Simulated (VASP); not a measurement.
# La (P6_3/mmc) in VASP: notebook, part 2 of 2

VASP 6.6.1.

## 3. Electric field gradients, PBE

INCAR

```
SYSTEM = La
  ALGO = Normal
  EDIFF = 1E-8
  ENCUT = 520
  GGA = PE
  ISIF = 2
  ISMEAR = -1
  LASPH = .TRUE.
  LCHARG = .FALSE.
  LEFG = .TRUE.
  LREAL = .FALSE.
  LWAVE = .FALSE.
  NBANDS = 18
  NELM = 100
  PREC = Accurate
  SIGMA = 0.05
```

KPOINTS

```
k-points
0
G
  11 11 6
  0 0 0
```

POSCAR

```
La
1.0
    3.7500020507      0.0000000000      0.0000000000
   -1.8750010253      3.2475970401      0.0000000000
    0.0000000000      0.0000000000      6.0700000000
La
2
Direct
    0.3333333333      0.6666666667      0.2500000000
    0.6666666667      0.3333333333      0.7500000000
```

Potentials or basis: VASP PAW PBE potentials, release 64 (La).

On the command line:

```console
cat potpaw_PBE.64/La/POTCAR > POTCAR
mpirun -np 1 vasp_std > vasp.out
```

OUTCAR:

```text
SYSTEM = La
   EDIFF = 1E-8
   ENCUT = 520
   GGA = PE
   ISIF = 2
   ISMEAR = -1
   LASPH = .TRUE.
   LREAL = .FALSE.
   NELM = 100
   PREC = Accurate

 ion  position               nearest neighbor table
   1  0.333  0.667  0.250-
   2  0.667  0.333  0.750-

  LATTYP: Found a hexagonal cell.
 ALAT       =     3.7500020507
 C/A-ratio  =     1.6186657815

  Lattice vectors:

 A1 = (   3.7500020507,   0.0000000000,   0.0000000000)
 A2 = (  -1.8750010253,   3.2475970401,   0.0000000000)
 A3 = (   0.0000000000,   0.0000000000,   6.0700000000)

Analysis of symmetry for initial positions (statically):
=====================================================================
 Subroutine PRICEL returns:
 Original cell was already a primitive cell.

 Routine SETGRP: Setting up the symmetry group for a
 hexagonal supercell.

 Subroutine GETGRP returns: Found 24 space group operations
 (whereof 12 operations were pure point group operations)
 out of a pool of 24 trial point group operations.

The static configuration has the point symmetry D_3d.
 The point group associated with its full space group is D_6h.

Analysis of symmetry for dynamics (positions and initial velocities):
=====================================================================
 Subroutine PRICEL returns:
 Original cell was already a primitive cell.

 Routine SETGRP: Setting up the symmetry group for a
 hexagonal supercell.

 Subroutine GETGRP returns: Found 24 space group operations
 (whereof 12 operations were pure point group operations)
 out of a pool of 24 trial point group operations.

The dynamic configuration has the point symmetry D_3d.
 The point group associated with its full space group is D_6h.

 Subroutine INISYM returns: Found 24 space group operations
 (whereof 12 operations are pure point group operations),
 and found     1 'primitive' translations

----------------------------------------------------------------------------------------

                                     Primitive cell

  volume of cell :      73.9235

  direct lattice vectors                    reciprocal lattice vectors
     3.750002051  0.000000000  0.000000000     0.266666521  0.153959988  0.000000000
    -1.875001025  3.247597040  0.000000000     0.000000000  0.307919975  0.000000000
     0.000000000  0.000000000  6.070000000     0.000000000  0.000000000  0.164744646

  length of vectors
     3.750002051  3.750002051  6.070000000     0.307919975  0.307919975  0.164744646

  position of ions in fractional coordinates (direct lattice)
     0.333333333  0.666666667  0.250000000
     0.666666667  0.333333333  0.750000000

  ion indices of the primitive-cell ions
   primitive index   ion index
                 1           1
                 2           2

----------------------------------------------------------------------------------------

[... 74 lines left out ...]
   NFREE  =      0    steps in history (QN), initial steepest desc. (CG)
   ISIF   =      2    stress and relaxation
   ISYM   =      2    0-nonsym 1-usesym 2-fastsym
   POTIM  = 0.5000    time-step for ionic-motion
   TEBEG  =    0.0;   TEEND  =   0.0 temperature during run
   PSTRESS=    0.0 pullay stress
   NELECT =      22.0000    total number of electrons
   NUPDOWN=      -1.0000    fix difference up-down
   EMIN   =  10.00;   EMAX   =-10.00  energy-range for DOS
   EFERMI =   0.00;   METHOD = LEGACY
   ISMEAR =    -1;   SIGMA  =   0.05  broadening in eV -4-tet -1-fermi 0-gaus
   EFERMI_NEDOS =   21; number of points for ismear=-14 and -15
   IALGO  =     38    algorithm
   IMIX   =      4    mixing-type and parameters
     AMIX     =   0.40;   BMIX     =  1.00
     AMIX_MAG =   1.60;   BMIX_MAG =  1.00
  volume/ion in A,a.u.               =      36.96       249.43
  Fermi-wavevector in a.u.,A,eV,Ry     =   1.093004  2.065477 16.254295  1.194657
  Thomas-Fermi vector in A             =   2.229280
   LORBIT       =      0    0 simple, 1 ext, 2 COOP (PROOUT), +10 PAW based schemes
   GGA     = PE    functional components
   LHFCALC =     F    Hartree Fock is set to
   AEXX    =    0.0000 exact exchange contribution
   IVDW    =     0    specifies the selected vdW correction
   LEPSILON=     F    determine dielectric tensor
   LRPA    =     F    only Hartree local field effects (RPA)
 non-spin polarized calculation
  energy-cutoff  :      520.00
  volume of cell :       73.92
 maximum number of plane-waves:      2011
 NGX is ok and might be reduce to    28
   NGX = 13   NGY = 13   NGZ = 23

 number of electron      21.9999997 magnetization

 Free energy of the ion-electron system (eV)
  ---------------------------------------------------
  ext. energy  EPLUGINS =         0.00000000
  ---------------------------------------------------
  free energy    TOTEN  =        -9.72475401 eV

  energy without entropy =       -9.69105754  energy(sigma->0) =       -9.70790578

 E-fermi :   7.9028     XC(G=0):  -9.5802

 val. band max:        7.8969531415   @ k =   0.2727   0.2727   0.1667
 cond. band min:       7.9046257568   @ k =   0.1818   0.0909   0.0000
 fundamental gap:      0.0076726153
 Fermi energy:         7.9027984370

 k-point     1 :       0.0000    0.0000    0.0000
  band No.  band energies     occupation
      1     -24.9490      2.00000
      2     -24.7428      2.00000
      3      -9.3410      2.00000
      4      -8.1326      2.00000
      5      -8.1326      2.00000
      6      -7.9459      2.00000
[... 481 lines left out ...]
      5      -8.5235      2.00000
      6      -8.2731      2.00000
[... 10 lines left out ...]
     17       9.6926      0.00000
     18       9.7456      0.00000

 [... further k-points ...]

------------------------ aborting loop because EDIFF is reached ----------------------------------------

  FORCE on cell =-STRESS in cart. coord.  units (eV):
  Direction    XX          YY          ZZ          XY          YZ          ZX
  --------------------------------------------------------------------------------------
  -------------------------------------------------------------------------------------
  Total        0.2672523      0.2672523      0.1756205      0.0000000      0.0000000      0.0000000
  in kB        5.7922818      5.7922818      3.8063031      0.0000000      0.0000000      0.0000000
  external PRESSURE =       5.1302889 kB  Pullay stress =       0.0000000 kB

 VOLUME and BASIS-vectors are now :
 -----------------------------------------------------------------------------
  energy-cutoff  :      520.00
  volume of cell :       73.92
      direct lattice vectors                 reciprocal lattice vectors
     3.750002051  0.000000000  0.000000000     0.266666521  0.153959988  0.000000000
    -1.875001025  3.247597040  0.000000000     0.000000000  0.307919975  0.000000000
     0.000000000  0.000000000  6.070000000     0.000000000  0.000000000  0.164744646

 POSITION                                       TOTAL-FORCE (eV/Angst)
 -----------------------------------------------------------------------------------
     -0.00000      2.16506      1.51750         0.000000      0.000000      0.000000
      1.87500      1.08253      4.55250        -0.000000     -0.000000      0.000000
 -----------------------------------------------------------------------------------
    total drift:                               -0.000000      0.000000     -0.000000

  FREE ENERGIE OF THE ION-ELECTRON SYSTEM (eV)
  ---------------------------------------------------
  free  energy   TOTEN  =        -9.7247540102 eV

  energy  without entropy=       -9.6910575444  energy(sigma->0) =       -9.70790578

 Electric field gradients (V/A^2)
---------------------------------------------------------------------
 ion       V_xx      V_yy      V_zz      V_xy      V_xz      V_yz
---------------------------------------------------------------------
   1      -6.250    -6.250    12.500     0.000     0.000    -0.000
   2      -6.250    -6.250    12.500     0.000    -0.000     0.000
---------------------------------------------------------------------

 Electric field gradients after diagonalization (V/A^2)
 (convention: |V_zz| > |V_xx| > |V_yy|)
----------------------------------------------------------------------
 ion       V_xx      V_yy      V_zz     asymmetry (V_yy - V_xx)/ V_zz
----------------------------------------------------------------------
   1      -6.251    -6.249    12.500       0.000
   2      -6.251    -6.249    12.500       0.000
----------------------------------------------------------------------

           NMR quadrupolar parameters

 Cq : quadrupolar parameter    Cq=e*Q*V_zz/h
 eta: asymmetry parameters     (V_yy - V_xx)/ V_zz
 Q  : nuclear electric quadrupole moment in mb (millibarn)
----------------------------------------------------------------------
 ion       Cq(MHz)       eta       Q (mb)
----------------------------------------------------------------------
   1       0.030       0.000       1.000
   2       0.030       0.000       1.000
----------------------------------------------------------------------
```

OSZICAR:

```text
N       E                     dE             d eps       ncg     rms          rms(c)
DAV:   1     0.252266502892E+03    0.25227E+03   -0.81256E+03  2312   0.168E+03
DAV:   2     0.276794322249E+02   -0.22459E+03   -0.22134E+03  3240   0.301E+02
DAV:   3    -0.619159248034E+01   -0.33871E+02   -0.32933E+02  3834   0.137E+02
[... 12 lines left out ...]
DAV:  16    -0.972475267806E+01    0.64253E-07   -0.10741E-06  4432   0.131E-02    0.502E-03
DAV:  17    -0.972475330923E+01   -0.63117E-06   -0.22945E-07  4120   0.504E-03    0.230E-03
DAV:  18    -0.972475378256E+01   -0.47334E-06   -0.12868E-07  4208   0.367E-03    0.562E-04
DAV:  19    -0.972475400464E+01   -0.22207E-06   -0.13256E-08  3056   0.129E-03    0.633E-05
DAV:  20    -0.972475401021E+01   -0.55745E-08   -0.20548E-09  2824   0.941E-04
   1 F= -.97247540E+01 E0= -.97079058E+01  d E =-.336965E-01
```

Run time: 2.1 min. Hardware: 1 thread of Intel Xeon Platinum 8375C at 2.90GHz (Ice Lake), shared host; peak memory 0.24 GiB.

What came out:

| Item | Value |
| --- | --- |
| Free energy | -9.7248 eV |
| Pressure | 0.5 GPa |
| Band gap on the k mesh | zero (bands 11 and 12 overlap by 1.47 eV) |
| Largest electric field gradient by atom | La +12.5 V/Å² |

Electric field gradients, principal values (V/Å²):
| atom | least | middle | greatest (by size) |
| --- | --- | --- | --- |
| 1 La | -6.249 | -6.251 | 12.500 |
| 2 La | -6.249 | -6.251 | 12.500 |

Caveat: without QUAD_EFG the Cq values of the log hold for a quadrupole moment of 1 mb, not for the nuclei; spin-orbit coupling is left out, which moves the levels of the heavy elements.
